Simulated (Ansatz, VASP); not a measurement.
# One calculation of SnTe, two programs

```xyz
2
Lattice="0.0000 3.1670 3.1670 3.1670 0.0000 3.1670 3.1670 3.1670 0.0000" Properties=species:S:1:pos:R:3 pbc="T T T"
Sn    0.0000    0.0000    0.0000
Te    3.1670    3.1670    3.1670
```

Change from the starting cell: volume scaled by 1.01.

Alike in both runs: task single point; functional LDA; k mesh 11 × 11 × 11; occupations fermi-dirac, width 0.08 eV; no spin polarisation.

|  | VASP | Ansatz |
| --- | --- | --- |
| version | VASP 6.6.1 | Ansatz 0.2.0 |
| potentials or method | VASP PAW LDA potentials, release 64 (Sn_d, Te), cutoff 520 eV | all-electron LAPW, scalar-relativistic |

```csv
,VASP,Ansatz,Ansatz less VASP
pressure (GPa),-2.1,-2.1,-0.01
```

LDA's correlation is that of Perdew and Zunger in VASP and of Perdew and Wang (1992) in Ansatz. Ansatz ran all-electron here, and VASP with PAW potentials.

Spin-orbit coupling is off throughout.
